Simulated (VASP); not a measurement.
Write the native input for VASP 6.6.1 that does the following.

```yaml
Task: single point
Functional: LDA
Potentials_or_basis: VASP PAW LDA potentials, release 64 (Si)
Cutoff: 520 eV
k_mesh: 12 × 12 × 12
Occupations: gaussian, width 0.05 eV
Spin: no spin polarisation
Dipole_correction: no
Further_INCAR_settings: ALGO = Normal; EDIFF = 1e-06; NBANDS = 11
```

The structure of Si lies in POSCAR:

```
Si
1.0
    0.0000000000      2.6133950398      3.0229140425
    2.6133950398      0.0000000000      3.0229140425
    2.6133950398      2.6133950398      0.0000000000
Si
2
Direct
    0.5000000000      0.5000000000      0.5000000000
    0.7500000000      0.7500000000      0.7500000000
```

This cell differs from its parent crystal: volume 20.646 Å^3 an atom, c/a of the conventional cell 1.1567.

These files were run (other wordings do the same):

INCAR

```
SYSTEM = Si
  ALGO = Normal
  EDIFF = 1E-6
  ENCUT = 520
  GGA = CA
  ISIF = 2
  ISMEAR = 0
  LASPH = .TRUE.
  LCHARG = .TRUE.
  LELF = .TRUE.
  LREAL = .FALSE.
  LVHAR = .TRUE.
  LWAVE = .FALSE.
  NBANDS = 11
  NELM = 80
  PREC = Accurate
  SIGMA = 0.05
```

KPOINTS

```
k-points
0
G
  12 12 12
  0 0 0
```

Potentials or basis: VASP PAW LDA potentials, release 64 (Si).

Launch:

```sh
$ cat potpaw_LDA.64/Si/POTCAR > POTCAR
$ mpirun -np 1 vasp_std > vasp.out
```

It gave:

- Pressure: -4.5 GPa
- Band gap on the k mesh: zero (band 4 reaches 5.90 eV, above the bottom of band 5 at 5.63 eV)

Run time: 47 s on 1 thread of Intel(R) Xeon(R) Platinum 8259CL CPU @ 2.50GHz (Skylake/Cascade Lake), with other jobs on the host, peak memory 0.17 GiB.
